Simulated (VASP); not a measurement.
# YHg in VASP: further runs

Runs on YHg. Level: LDA. Tasks: single point.

Everything below comes from runs of VASP 6.6.1. Logs are shortened: lines on timing, memory, paths and dates and some standing lists are left out, and cuts for length are marked.

## (1) The cell of the first run

It takes space group P4/mmm (No. 123, tetragonal). Conventional cell: a = 3.756 Å, b = 3.756 Å, c = 3.682 Å, α = 90.00°, β = 90.00°, γ = 90.00°. Within 4.3 Å of Y (site symmetry 4/mmm) lie 8 Hg at 3.23 Å and 6 Y at 3.68 to 3.76 Å. Hg (site symmetry 4/mmm) has 8 Y at 3.23 Å and 6 Hg at 3.68 to 3.76 Å within 4.3 Å.

## (2) Single point, LDA (equal xx and yy strain of +2 %)

INCAR reads:

```
PREC = Accurate
ENCUT = 520
EDIFF = 1E-6
ISMEAR = -1
SIGMA = 0.08
LREAL = False
LASPH = True
NELM = 80
ALGO = Normal
ISIF = 2
LWAVE = False
LCHARG = False
NBANDS = 18
```

KPOINTS reads:

```
regular mesh
0
Gamma
  11 11 11
```

POSCAR reads:

```
YHg
1.0
    3.7556400000      0.0000000000      0.0000000000
    0.0000000000      3.7556400000      0.0000000000
    0.0000000000      0.0000000000      3.6820000000
Y Hg
1 1
Direct
    0.5000000000      0.5000000000      0.5000000000
    0.0000000000      0.0000000000      0.0000000000
```

Potentials or basis: VASP PAW LDA potentials, release 64 (Y_sv, Hg).

Run with:

```bash
> cat potpaw_LDA.64/Y_sv/POTCAR potpaw_LDA.64/Hg/POTCAR > POTCAR
> mpirun -np 1 vasp_std > vasp.out
```

OUTCAR:

```text
PREC = Accurate
   ENCUT = 520
   EDIFF = 1E-6
   ISMEAR = -1
   LREAL = False
   LASPH = True
   NELM = 80
   ISIF = 2

 ion  position               nearest neighbor table
   1  0.500  0.500  0.500-   2 3.23   2 3.23   2 3.23   2 3.23   2 3.23   2 3.23   2 3.23   2 3.23

   2  0.000  0.000  0.000-   1 3.23   1 3.23   1 3.23   1 3.23   1 3.23   1 3.23   1 3.23   1 3.23

  LATTYP: Found a simple tetragonal cell.
 ALAT       =     3.7556400000
 C/A-ratio  =     0.9803921569

  Lattice vectors:

 A1 = (   3.7556400000,   0.0000000000,   0.0000000000)
 A2 = (   0.0000000000,   3.7556400000,   0.0000000000)
 A3 = (   0.0000000000,   0.0000000000,   3.6820000000)

Analysis of symmetry for initial positions (statically):
=====================================================================
 Subroutine PRICEL returns:
 Original cell was already a primitive cell.

 Routine SETGRP: Setting up the symmetry group for a
 simple tetragonal supercell.

 Subroutine GETGRP returns: Found 16 space group operations
 (whereof 16 operations were pure point group operations)
 out of a pool of 16 trial point group operations.

The static configuration has the point symmetry D_4h.

Analysis of symmetry for dynamics (positions and initial velocities):
=====================================================================
 Subroutine PRICEL returns:
 Original cell was already a primitive cell.

 Routine SETGRP: Setting up the symmetry group for a
 simple tetragonal supercell.

 Subroutine GETGRP returns: Found 16 space group operations
 (whereof 16 operations were pure point group operations)
 out of a pool of 16 trial point group operations.

The dynamic configuration has the point symmetry D_4h.

 Subroutine INISYM returns: Found 16 space group operations
 (whereof 16 operations are pure point group operations),
 and found     1 'primitive' translations

----------------------------------------------------------------------------------------

                                     Primitive cell

  volume of cell :      51.9340

  direct lattice vectors                    reciprocal lattice vectors
     3.755640000  0.000000000  0.000000000     0.266266202  0.000000000  0.000000000
     0.000000000  3.755640000  0.000000000     0.000000000  0.266266202  0.000000000
     0.000000000  0.000000000  3.682000000     0.000000000  0.000000000  0.271591526

  length of vectors
     3.755640000  3.755640000  3.682000000     0.266266202  0.266266202  0.271591526

  position of ions in fractional coordinates (direct lattice)
     0.500000000  0.500000000  0.500000000
     0.000000000  0.000000000  0.000000000

  ion indices of the primitive-cell ions
   primitive index   ion index
                 1           1
                 2           2

----------------------------------------------------------------------------------------

 KPOINTS: regular mesh

Automatic generation of k-mesh.
 Grid dimensions read from file:
 generate k-points for:   11   11   11

 Generating k-lattice:

  Cartesian coordinates                     Fractional coordinates (reciprocal lattice)
     0.024206018  0.000000000  0.000000000     0.090909091  0.000000000  0.000000000
     0.000000000  0.024206018  0.000000000     0.000000000  0.090909091  0.000000000
     0.000000000  0.000000000  0.024690139     0.000000000  0.000000000  0.090909091

  Length of vectors
     0.024206018  0.024206018  0.024690139

  Shift w.r.t. Gamma in fractional coordinates (k-lattice)
     0.000000000  0.000000000  0.000000000

 Subroutine IBZKPT returns following result:
 ===========================================

 Found    126 irreducible k-points:

 Following reciprocal coordinates:
            Coordinates               Weight
  0.000000  0.000000  0.000000      1.000000
  0.090909  0.000000  0.000000      4.000000
  0.181818  0.000000  0.000000      4.000000
  0.272727  0.000000  0.000000      4.000000
  0.363636  0.000000  0.000000      4.000000
  0.454545  0.000000  0.000000      4.000000
[... 16 lines left out ...]
  0.090909  0.000000  0.090909      8.000000
  0.181818  0.000000  0.090909      8.000000
 [... further k-points ...]
   k-points           NKPTS =    126   k-points in BZ     NKDIM =    126   number of bands    NBANDS=     18
   number of dos      NEDOS =    301   number of ions     NIONS =      2
   total plane-waves  NPLWV =  21952
   dimension x,y,z NGX =    28 NGY =   28 NGZ =   28
   dimension x,y,z NGXF=    56 NGYF=   56 NGZF=   56
   ions per type =               1   1
   NGX,Y,Z   is equivalent  to a cutoff of  12.39, 12.39, 12.64 a.u.
   NGXF,Y,Z  is equivalent  to a cutoff of  24.79, 24.79, 25.28 a.u.
 SYSTEM =  unknown system
   PREC   = accura    normal or accurate (medium, high low for compatibility)
   ISTART =      0    job   : 0-new  1-cont  2-samecut
   ICHARG =      2    charge: 1-file 2-atom 10-const
   ISPIN  =      1    spin polarized calculation?
   LNONCOLLINEAR =      F non collinear calculations
   LSORBIT =      F    spin-orbit coupling
   LASPH  =      T    aspherical Exc in radial PAW
   ENCUT  =  520.0 eV  38.22 Ry    6.18 a.u.   6.98  6.98  6.85*2*pi/ulx,y,z
   NELM   =     80;   NELMIN=  2; NELMDL= -5     # of ELM steps
   EDIFF  = 0.1E-05   stopping-criterion for ELM
   LREAL  =      F    real-space projection
   EDIFFG = 0.1E-04   stopping-criterion for IOM
   NSW    =      0    number of steps for IOM
   IBRION =     -1    ionic relax: 0-MD 1-quasi-New 2-CG
   NFREE  =      0    steps in history (QN), initial steepest desc. (CG)
   ISIF   =      2    stress and relaxation
   ISYM   =      2    0-nonsym 1-usesym 2-fastsym
   POTIM  = 0.5000    time-step for ionic-motion
   TEBEG  =    0.0;   TEEND  =   0.0 temperature during run
   PSTRESS=    0.0 pullay stress
   NELECT =      23.0000    total number of electrons
   NUPDOWN=      -1.0000    fix difference up-down
   EMIN   =  10.00;   EMAX   =-10.00  energy-range for DOS
   EFERMI =   0.00;   METHOD = LEGACY
   ISMEAR =    -1;   SIGMA  =   0.08  broadening in eV -4-tet -1-fermi 0-gaus
   EFERMI_NEDOS =   21; number of points for ismear=-14 and -15
   IALGO  =     38    algorithm
   IMIX   =      4    mixing-type and parameters
     AMIX     =   0.40;   BMIX     =  1.00
     AMIX_MAG =   1.60;   BMIX_MAG =  1.00
  volume/ion in A,a.u.               =      25.97       175.23
  Fermi-wavevector in a.u.,A,eV,Ry     =   1.247863  2.358119 21.186473  1.557162
  Thomas-Fermi vector in A             =   2.381976
   LORBIT       =      0    0 simple, 1 ext, 2 COOP (PROOUT), +10 PAW based schemes
   GGA     = CA    functional components
   LHFCALC =     F    Hartree Fock is set to
   AEXX    =    0.0000 exact exchange contribution
   IVDW    =     0    specifies the selected vdW correction
   LEPSILON=     F    determine dielectric tensor
   LRPA    =     F    only Hartree local field effects (RPA)
 non-spin polarized calculation
  energy-cutoff  :      520.00
  volume of cell :       51.93
 maximum number of plane-waves:      1412
 NGX is ok and might be reduce to    28
   NGX = 13   NGY = 13   NGZ = 13

 number of electron      23.0000003 magnetization

 Free energy of the ion-electron system (eV)
  ---------------------------------------------------
  ext. energy  EPLUGINS =         0.00000000
  ---------------------------------------------------
  free energy    TOTEN  =        -9.14810814 eV

  energy without entropy =       -9.10332895  energy(sigma->0) =       -9.12571854

 E-fermi :   3.5721     XC(G=0): -10.6816

 val. band max:        3.5710307612   @ k =   0.2727   0.0000   0.3636
 cond. band min:       3.5770767894   @ k =   0.0909   0.0909   0.1818
 fundamental gap:      0.0060460282
 Fermi energy:         3.5721363323

 k-point     1 :       0.0000    0.0000    0.0000
  band No.  band energies     occupation
      1     -39.4521      2.00000
      2     -19.4610      2.00000
      3     -19.4610      2.00000
      4     -19.4398      2.00000
      5      -4.2277      2.00000
      6      -4.0607      2.00000
[... 10 lines left out ...]
     17       7.7569      0.00000
     18       8.1630      0.00000

 k-point     2 :       0.0909    0.0000    0.0000
  band No.  band energies     occupation
      1     -39.4511      2.00000
      2     -19.4787      2.00000
      3     -19.4599      2.00000
      4     -19.4386      2.00000
      5      -4.1275      2.00000
      6      -4.0453      2.00000
[... 10 lines left out ...]
     17       8.5167      0.00000
     18       8.8179      0.00000

 k-point     3 :       0.1818    0.0000    0.0000
  band No.  band energies     occupation
      1     -39.4484      2.00000
      2     -19.5256      2.00000
      3     -19.4568      2.00000
      4     -19.4356      2.00000
      5      -4.0247      2.00000
      6      -3.9731      2.00000
[... 10 lines left out ...]
     17       9.6033      0.00000
     18       9.8751      0.00000

 k-point     4 :       0.2727    0.0000    0.0000
  band No.  band energies     occupation
      1     -39.4447      2.00000
      2     -19.5863      2.00000
      3     -19.4528      2.00000
      4     -19.4316      2.00000
      5      -3.9842      2.00000
      6      -3.8660      2.00000
[... 375 lines left out ...]
      4     -19.4595      2.00000
      5      -4.1106      2.00000
      6      -4.0368      2.00000
[... 10 lines left out ...]
     17       8.5452      0.00000
     18       8.5452      0.00000

 k-point    23 :       0.0909    0.0000    0.0909
  band No.  band energies     occupation
      1     -39.4498      2.00000
      2     -19.4772      2.00000
      3     -19.4592      2.00000
      4     -19.4584      2.00000
      5      -4.0309      2.00000
      6      -4.0057      2.00000
[... 10 lines left out ...]
     17       8.2415      0.00000
     18       8.9765      0.00000

 k-point    24 :       0.1818    0.0000    0.0909
  band No.  band energies     occupation
      1     -39.4471      2.00000
      2     -19.5237      2.00000
      3     -19.4558      2.00000
      4     -19.4552      2.00000
      5      -3.9913      2.00000
      6      -3.9335      2.00000
[... 10 lines left out ...]
     17       9.1664      0.00000
     18       9.8728      0.00000

 [... further k-points ...]
[... 5 lines left out ...]
  --------------------------------------------------------------------------------------
  -------------------------------------------------------------------------------------
  Total       -1.9060286     -1.9060286     -1.6941597      0.0000000      0.0000000      0.0000000
  in kB      -58.8014851    -58.8014851    -52.2652753      0.0000000      0.0000000      0.0000000
  external PRESSURE =     -56.6227485 kB  Pullay stress =       0.0000000 kB

 VOLUME and BASIS-vectors are now :
 -----------------------------------------------------------------------------
  energy-cutoff  :      520.00
  volume of cell :       51.93
      direct lattice vectors                 reciprocal lattice vectors
     3.755640000  0.000000000  0.000000000     0.266266202  0.000000000  0.000000000
     0.000000000  3.755640000  0.000000000     0.000000000  0.266266202  0.000000000
     0.000000000  0.000000000  3.682000000     0.000000000  0.000000000  0.271591526

 POSITION                                       TOTAL-FORCE (eV/Angst)
 -----------------------------------------------------------------------------------
      1.87782      1.87782      1.84100         0.000000      0.000000      0.000000
      0.00000      0.00000      0.00000         0.000000      0.000000      0.000000
 -----------------------------------------------------------------------------------
    total drift:                               -0.000000      0.000000      0.000000

  FREE ENERGIE OF THE ION-ELECTRON SYSTEM (eV)
  ---------------------------------------------------
  free  energy   TOTEN  =        -9.1481081406 eV

  energy  without entropy=       -9.1033289453  energy(sigma->0) =       -9.12571854
```

Run time: 29 s. Hardware: 1 thread of Intel Xeon 6975P-C (Granite Rapids), shared host; peak memory 0.26 GiB.

What came out:

| Item | Value |
| --- | --- |
| Free energy | -9.1481 eV |
| Pressure | -5.7 GPa |
| Band gap on the k mesh | zero (an odd number of electrons rules out a gap without spin polarisation) |

Stress tensor (GPa, compression positive):
```
-5.88  0.00  0.00
 0.00 -5.88  0.00
 0.00  0.00 -5.23
```

Caveat: the cell differs from its parent crystal (equal xx and yy strain of +2 %); the cell stands under tension; spin-orbit coupling is left out, which moves the levels of the heavy elements.

(Part 1 of 3 ends here.)

The gap in the log of VASP goes by the Fermi energy; the results here count the filled bands.